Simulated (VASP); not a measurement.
Co:

```
Co
1.0
     2.52700    0.00000    0.00000
    -1.26350    2.18845    0.00000
     0.00000    0.00000    4.11900
Co
2
Direct
  0.33333 0.66667 0.25000
  0.66667 0.33333 0.75000
```

Program: VASP 6.6.1. Alike in all runs: task single point; level PBE; potentials or basis VASP PAW PBE potentials, release 64 (Co); cell as given; k mesh 13 × 13 × 7; cutoff (eV) 520; smearing fermi-dirac 0.1 eV.

Order these runs on this cell by their pressure, lowest first.
A. spin collinear, ferromagnetic start
B. spin off
C. spin collinear, antiferromagnetic start

B (-19.0 GPa), C (-13.4 GPa), A (-9.6 GPa).
